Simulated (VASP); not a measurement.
**Te5W: single point with PBE**

Crystal: Te5W.

```xyz
6
Lattice="0.0000 4.3589 4.3589 4.3589 0.0000 4.3589 4.3589 4.3589 0.0000" Properties=species:S:1:pos:R:3 pbc="T T T"
Te    5.4579    5.4579    3.2599
Te    5.4579    3.2599    5.4579
Te    3.2599    5.4579    5.4579
Te    3.2599    3.2599    3.2599
Te    6.5384    6.5384    6.5384
W     0.0000    0.0000    0.0000
```

* Program: VASP 6.6.1
* Task: single point
* Functional: PBE
* Potentials or basis: VASP PAW PBE potentials, release 64 (Te, W_sv)
* Cutoff: 500 eV
* k mesh: 4 × 4 × 4
* Occupations: gaussian, width 0.1 eV
* Spin: no spin polarisation

| Quantity | Value |
| --- | --- |
| Pressure | -0.1 GPa |
| Largest force | 0.007 eV/Å |
| Band gap on the k mesh | zero (band 22 reaches 8.21 eV, above the bottom of band 23 at 7.93 eV) |

Forces in eV/Å, atoms in the order of the input:
```
Te   0.004  0.004 -0.004
Te   0.004 -0.004  0.004
Te  -0.004  0.004  0.004
Te  -0.004 -0.004 -0.004
Te   0.000  0.000  0.000
W    0.000  0.000  0.000
```

Levels at points of the mesh, in eV from the Fermi level:
```
           k point  band 18  band 19  band 20  band 21  band 22  band 23  band 24  band 25  band 26  band 27
(0.00, 0.00, 0.00)    -1.94    -1.29     0.22     0.22     0.22     0.57     0.57     1.61     1.61     1.61
(0.50, 0.00, 0.00)    -2.36    -1.11    -0.45    -0.45    -0.26     0.36     0.40     0.40     0.53     0.53
(0.50, 0.50, 0.00)    -2.19    -2.06    -1.21    -0.95    -0.95     0.08     0.29     0.94     0.94     0.99
```

It took 54 s on 1 thread of Intel(R) Xeon(R) 6975P-C (Granite Rapids), on a shared host, peak memory 0.32 GiB.

Caveat: spin-orbit coupling is left out, which moves the levels of the heavy elements.
